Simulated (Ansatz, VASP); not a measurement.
# Two plane-wave programs on ZrB

```
CELL_PARAMETERS angstrom
4.59203 0.00000 0.00000
0.00000 4.59203 0.00000
0.00000 0.00000 3.18705
ATOMIC_POSITIONS crystal
Zr 0.00000 0.50000 0.50000
Zr 0.50000 0.00000 0.50000
B 0.00000 0.00000 0.50000
B 0.00000 0.00000 0.00000
```

Alike in both runs: functional PBE; k mesh 4 × 4 × 6; occupations gaussian, width 0.1 eV; no spin polarisation.

Ansatz relaxed the structure, and its values are those at the end. VASP's run is a single point on that final structure, the one shown.

|  | VASP | Ansatz |
| --- | --- | --- |
| version | VASP 6.6.1 | Ansatz 0.2.0 |
| potentials or method | VASP PAW PBE potentials, release 64 (Zr_sv, B), cutoff 520 eV | scalar-relativistic, plane waves, PAW |
| valence electrons in the cell | 30 | 30 |

```tsv
	VASP	Ansatz	Ansatz less VASP
gap on the k mesh at the Fermi level (eV)	none	none	-
pressure (GPa)	0.2	0.1	-0.06
```

A gap of «none» marks a metal or a gap that the smearing closes.
